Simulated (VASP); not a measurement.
# Mg (C2/c) in VASP: single point with BLYP

Aim: the single point of Mg with BLYP.

Program: VASP 6.6.1. These are calculated values, not measurements. Logs are shortened: lines on timing, memory, paths and dates and some standing lists are left out, and cuts for length are marked.

**1. The cell of the first run**

It takes space group C2/c (No. 15, monoclinic). Conventional cell: a = 3.138 Å, b = 5.443 Å, c = 5.057 Å, α = 90.00°, β = 90.19°, γ = 90.00°. Mg (site symmetry 2) has 12 Mg at 3.11 to 3.14 Å within 4.1 Å.

**2. Single point, BLYP (volume scaled by 0.92)**

The input, INCAR:

```
SYSTEM = Mg
  PREC = Accurate
  ENCUT = 520
  EDIFF = 1E-6
  ISMEAR = -1
  SIGMA = 0.1
  LREAL = .False.
  LASPH = .True.
  NELM = 100
  ALGO = Normal
  ISIF = 2
  LWAVE = .False.
  LCHARG = .False.
  GGA = B5
  ALDAX = 1.0
  AGGAX = 1.0
  AGGAC = 1.0
  ALDAC = 0.0
  NBANDS = 9
```

The input, KPOINTS:

```
regular mesh
0
Gamma
  14 14 7
  0 0 0
```

The input, POSCAR:

```
Mg
1.0
   -2.1104393230      1.7381350341      1.5466984149
    1.7381350341     -2.1104393230      1.5466984149
    3.8951272051      3.8951272051     -2.2285744019
Mg
2
Direct
    0.9584308932      0.0415691068      1.0000000000
    0.7915691068      0.2084308932      0.5000000000
```

Potentials or basis: VASP PAW PBE potentials, release 64 (Mg).

Run with:

```bash
$ cat potpaw_PBE.64/Mg/POTCAR > POTCAR
$ mpirun -np 1 vasp_std > vasp.out
```

OUTCAR:

```text
SYSTEM = Mg
   PREC = Accurate
   ENCUT = 520
   EDIFF = 1E-6
   ISMEAR = -1
   LREAL = .False.
   LASPH = .True.
   NELM = 100
   ISIF = 2
   GGA = B5

 ion  position               nearest neighbor table
   1  0.958  0.042  0.000-   2 3.11   2 3.11   2 3.11   2 3.11   2 3.12   2 3.12
   2  0.792  0.208  0.500-   1 3.11   1 3.11   1 3.11   1 3.11   1 3.12   1 3.12

  Warning from LATTYP: Got some problem with cell dimensions!
  Tried to take original basis but could not verify dimensions!
  LATTYP: Found a base centered monoclinic cell.
 ALAT       =     3.1378854207
 B/A-ratio  =     1.7345139550
 C/A-ratio  =     1.6114445934
 COS(beta)  =    -0.0032845169

  Lattice vectors:

 A1 = (   2.1104393230,  -1.7381350341,  -1.5466984149)
 A2 = (  -1.7381350341,   2.1104393230,  -1.5466984149)
 A3 = (   3.5228229162,   3.5228229162,   0.8648224279)

Analysis of symmetry for initial positions (statically):
=====================================================================
 Subroutine PRICEL returns:
 Original cell was already a primitive cell.

 Routine SETGRP: Setting up the symmetry group for a
 base centered monoclinic supercell.

 Subroutine GETGRP returns: Found  4 space group operations
 (whereof  2 operations were pure point group operations)
 out of a pool of  4 trial point group operations.

The static configuration has the point symmetry C_2 .
 The point group associated with its full space group is C_2h.

Analysis of symmetry for dynamics (positions and initial velocities):
=====================================================================
 Subroutine PRICEL returns:
 Original cell was already a primitive cell.

 Routine SETGRP: Setting up the symmetry group for a
 base centered monoclinic supercell.

 Subroutine GETGRP returns: Found  4 space group operations
 (whereof  2 operations were pure point group operations)
 out of a pool of  4 trial point group operations.

The dynamic configuration has the point symmetry C_2 .
 The point group associated with its full space group is C_2h.

 Subroutine INISYM returns: Found  4 space group operations
 (whereof  2 operations are pure point group operations),
 and found     1 'primitive' translations

----------------------------------------------------------------------------------------

                                     Primitive cell

  volume of cell :      43.1790

  direct lattice vectors                    reciprocal lattice vectors
    -2.110439323  1.738135034  1.546698415    -0.030600930  0.229235547  0.347175800
     1.738135034 -2.110439323  1.546698415     0.229235547 -0.030600930  0.347175800
     3.895127205  3.895127205 -2.228574402     0.137858466  0.137858466  0.033183779

  length of vectors
     3.141232802  3.141232802  5.942270252     0.417152717  0.417152717  0.197765205

  position of ions in fractional coordinates (direct lattice)
     0.958430893  0.041569107  0.000000000
     0.791569107  0.208430893  0.500000000

  ion indices of the primitive-cell ions
   primitive index   ion index
                 1           1
                 2           2

----------------------------------------------------------------------------------------

 KPOINTS: regular mesh

Automatic generation of k-mesh.
 Grid dimensions read from file:
 generate k-points for:   14   14    7

 Generating k-lattice:

  Cartesian coordinates                     Fractional coordinates (reciprocal lattice)
    -0.002185781  0.016373968  0.024798271     0.071428571  0.000000000 -0.000000000
     0.016373968 -0.002185781  0.024798271     0.000000000  0.071428571 -0.000000000
     0.019694067  0.019694067  0.004740540    -0.000000000 -0.000000000  0.142857143

  Length of vectors
     0.029796623  0.029796623  0.028252172

  Shift w.r.t. Gamma in fractional coordinates (k-lattice)
     0.000000000  0.000000000  0.000000000

 Subroutine IBZKPT returns following result:
 ===========================================

 Found    372 irreducible k-points:

 Following reciprocal coordinates:
            Coordinates               Weight
  0.000000  0.000000  0.000000      1.000000
  0.071429 -0.000000  0.000000      4.000000
  0.142857  0.000000  0.000000      4.000000
  0.214286 -0.000000  0.000000      4.000000
  0.285714  0.000000  0.000000      4.000000
  0.357143 -0.000000  0.000000      4.000000
[... 16 lines left out ...]
  0.214286  0.142857  0.000000      4.000000
  0.285714  0.142857  0.000000      4.000000
 [... further k-points ...]
   k-points           NKPTS =    372   k-points in BZ     NKDIM =    372   number of bands    NBANDS=      9
   number of dos      NEDOS =    301   number of ions     NIONS =      2
   total plane-waves  NPLWV =  27648
   dimension x,y,z NGX =    24 NGY =   24 NGZ =   48
   dimension x,y,z NGXF=    48 NGYF=   48 NGZF=   96
   ions per type =               2
   NGX,Y,Z   is equivalent  to a cutoff of  12.70, 12.70, 13.43 a.u.
   NGXF,Y,Z  is equivalent  to a cutoff of  25.40, 25.40, 26.86 a.u.
 SYSTEM =  Mg
   PREC   = accura    normal or accurate (medium, high low for compatibility)
   ISTART =      0    job   : 0-new  1-cont  2-samecut
   ICHARG =      2    charge: 1-file 2-atom 10-const
   ISPIN  =      1    spin polarized calculation?
   LNONCOLLINEAR =      F non collinear calculations
   LSORBIT =      F    spin-orbit coupling
   LASPH  =      T    aspherical Exc in radial PAW
   ENCUT  =  520.0 eV  38.22 Ry    6.18 a.u.   5.84  5.84 11.05*2*pi/ulx,y,z
   NELM   =    100;   NELMIN=  2; NELMDL= -5     # of ELM steps
   EDIFF  = 0.1E-05   stopping-criterion for ELM
   LREAL  =      F    real-space projection
   EDIFFG = 0.1E-04   stopping-criterion for IOM
   NSW    =      0    number of steps for IOM
   IBRION =     -1    ionic relax: 0-MD 1-quasi-New 2-CG
   NFREE  =      0    steps in history (QN), initial steepest desc. (CG)
   ISIF   =      2    stress and relaxation
   ISYM   =      2    0-nonsym 1-usesym 2-fastsym
   POTIM  = 0.5000    time-step for ionic-motion
   TEBEG  =    0.0;   TEEND  =   0.0 temperature during run
   PSTRESS=    0.0 pullay stress
   NELECT =       4.0000    total number of electrons
   NUPDOWN=      -1.0000    fix difference up-down
   EMIN   =  10.00;   EMAX   =-10.00  energy-range for DOS
   EFERMI =   0.00;   METHOD = LEGACY
   ISMEAR =    -1;   SIGMA  =   0.10  broadening in eV -4-tet -1-fermi 0-gaus
   EFERMI_NEDOS =   21; number of points for ismear=-14 and -15
   IALGO  =     38    algorithm
   IMIX   =      4    mixing-type and parameters
     AMIX     =   0.40;   BMIX     =  1.00
     AMIX_MAG =   1.60;   BMIX_MAG =  1.00
  volume/ion in A,a.u.               =      21.59       145.69
  Fermi-wavevector in a.u.,A,eV,Ry     =   0.740749  1.399812  7.465631  0.548708
  Thomas-Fermi vector in A             =   1.835225
   LORBIT       =      0    0 simple, 1 ext, 2 COOP (PROOUT), +10 PAW based schemes
   GGA     = B5    functional components
   LHFCALC =     F    Hartree Fock is set to
   AEXX    =    0.0000 exact exchange contribution
   IVDW    =     0    specifies the selected vdW correction
   LEPSILON=     F    determine dielectric tensor
   LRPA    =     F    only Hartree local field effects (RPA)
 non-spin polarized calculation
  energy-cutoff  :      520.00
  volume of cell :       43.18
 maximum number of plane-waves:      1178
   NGX = 11   NGY = 11   NGZ = 21

 number of electron       4.0000000 magnetization

 Free energy of the ion-electron system (eV)
  ---------------------------------------------------
  ext. energy  EPLUGINS =         0.00000000
  ---------------------------------------------------
  free energy    TOTEN  =        -1.47358227 eV

  energy without entropy =       -1.44927559  energy(sigma->0) =       -1.46142893

 E-fermi :   3.4274     XC(G=0):  -8.2456

 val. band max:        3.4101092619   @ k =  -0.0714  -0.3571   0.4286
 cond. band min:       3.4274194071   @ k =  -0.4286  -0.4286   0.4286
 fundamental gap:      0.0173101452
 Fermi energy:         3.4273998421

 k-point     1 :       0.0000    0.0000    0.0000
  band No.  band energies     occupation
      1      -3.7832      2.00000
      2       1.7321      2.00000
      3       2.1864      1.99999
      4      14.5966      0.00000
      5      14.6302      0.00000
      6      14.7108      0.00000
      7      14.7393      0.00000
      8      15.6705      0.00000
      9      17.2072      0.00000

 k-point     2 :       0.0714   -0.0000    0.0000
  band No.  band energies     occupation
      1      -3.6492      2.00000
      2       1.2569      2.00000
      3       2.9075      1.98902
      4      12.7070      0.00000
      5      13.5736      0.00000
      6      14.3866      0.00000
      7      15.9184      0.00000
      8      16.0109      0.00000
      9      17.2338      0.00000

 k-point     3 :       0.1429    0.0000    0.0000
  band No.  band energies     occupation
      1      -3.2486      2.00000
      2       0.8537      2.00000
      3       4.0427      0.00424
      4      10.5475      0.00000
      5      12.7055      0.00000
      6      13.2504      0.00000
      7      14.3369      0.00000
      8      15.8079      0.00000
      9      16.0826      0.00000

 k-point     4 :       0.2143   -0.0000    0.0000
  band No.  band energies     occupation
      1      -2.5849      2.00000
      2       0.6947      2.00000
      3       5.3901      0.00000
      4       8.5763      0.00000
      5      11.2456      0.00000
      6      12.0593      0.00000
      7      13.0025      0.00000
      8      14.8281      0.00000
      9      14.9029      0.00000
[... 205 lines left out ...]
 k-point    22 :       0.1429    0.1429    0.0000
  band No.  band energies     occupation
      1      -2.0710      2.00000
      2       0.3936      2.00000
      3       6.5574      0.00000
      4       8.8023      0.00000
      5       9.1833      0.00000
      6      11.1583      0.00000
      7      11.4449      0.00000
      8      13.8341      0.00000
      9      16.6457      0.00000

 k-point    23 :       0.2143    0.1429    0.0000
  band No.  band energies     occupation
      1      -1.0970      2.00000
      2       0.5440      2.00000
      3       7.0217      0.00000
      4       8.0174      0.00000
      5       8.3149      0.00000
      6       9.4551      0.00000
      7      10.3097      0.00000
      8      13.2756      0.00000
      9      16.0270      0.00000

 k-point    24 :       0.2857    0.1429    0.0000
  band No.  band energies     occupation
      1       0.1217      2.00000
      2       0.9462      2.00000
      3       5.6385      0.00000
      4       6.3397      0.00000
      5       8.3411      0.00000
      6       9.0405      0.00000
      7      10.8132      0.00000
      8      12.9152      0.00000
      9      15.4593      0.00000

 [... further k-points ...]
[... 5 lines left out ...]
  --------------------------------------------------------------------------------------
  -------------------------------------------------------------------------------------
  Total        0.8675825      0.8675825      0.7722256      0.1097808      0.0137501      0.0137501
  in kB       32.1920990     32.1920990     28.6538325      4.0734739      0.5102051      0.5102051
  external PRESSURE =      31.0126769 kB  Pullay stress =       0.0000000 kB

 VOLUME and BASIS-vectors are now :
 -----------------------------------------------------------------------------
  energy-cutoff  :      520.00
  volume of cell :       43.18
      direct lattice vectors                 reciprocal lattice vectors
    -2.110439323  1.738135034  1.546698415    -0.030600930  0.229235547  0.347175800
     1.738135034 -2.110439323  1.546698415     0.229235547 -0.030600930  0.347175800
     3.895127205  3.895127205 -2.228574402     0.137858466  0.137858466  0.033183779

 POSITION                                       TOTAL-FORCE (eV/Angst)
 -----------------------------------------------------------------------------------
     -1.95046      1.57815      1.54670         0.000478     -0.000478      0.000000
      0.63929      2.88354      0.43241        -0.000478      0.000478     -0.000000
 -----------------------------------------------------------------------------------
    total drift:                                0.000000      0.000000     -0.000000

  FREE ENERGIE OF THE ION-ELECTRON SYSTEM (eV)
  ---------------------------------------------------
  free  energy   TOTEN  =        -1.4735822748 eV

  energy  without entropy=       -1.4492755920  energy(sigma->0) =       -1.46142893
```

Run time: 39 s. Hardware: 1 thread of Intel Xeon 6975P-C (Granite Rapids), shared host; peak memory 0.27 GiB.

Results:

- Free energy: -1.4736 eV
- Pressure: 3.1 GPa
- Band gap on the k mesh: zero (band 2 reaches 4.28 eV, above the bottom of band 3 at 2.19 eV)

Stress tensor (GPa, compression positive):
```
3.22 0.41 0.05
0.41 3.22 0.05
0.05 0.05 2.87
```

Caveat: the PAW data sets were made with another functional, which shifts forces and pressure a little.
